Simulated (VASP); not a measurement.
Here is a VASP 6.6.1 calculation.

INCAR

```
PREC     = Accurate       # precision mode
ENCUT    = 520            # plane-wave cutoff, eV
EDIFF    = 1E-7           # SCF threshold, eV
ISMEAR   = -1             # smearing method
SIGMA    = 0.1            # smearing width, eV
LREAL    = F              # projectors in reciprocal space
LASPH    = T              # aspherical terms in the spheres
NELM     = 80             # most SCF steps
ALGO     = Normal         # electronic algorithm
ISIF     = 2              # what is computed and relaxed
LWAVE    = F              # write WAVECAR
LCHARG   = F              # write CHGCAR
GGA      = PE             # functional
NBANDS   = 12             # bands
```

KPOINTS

```
regular mesh
0
Gamma
  16 16 14
```

Contents of POSCAR:

```
Zr
1.0
    3.0200136623      0.0000000000      0.0000000000
   -1.5100068312      2.6154085514      0.0000000000
    0.0000000000      0.0000000000      3.0219146634
Zr
1
Direct
    0.0000000000      0.0000000000      0.0000000000
```

Potentials or basis: VASP PAW PBE potentials, release 64 (Zr_sv).

The run is started by

```sh
$ cat potpaw_PBE.64/Zr_sv/POTCAR > POTCAR
$ mpirun -np 1 vasp_std > vasp.out
```

Question: What does it give for the band gap on the k mesh?

Answer: Zero (bands 6 and 7 overlap by 0.59 eV).

Question: What does it give for the pressure?

Answer: 0.0 GPa.
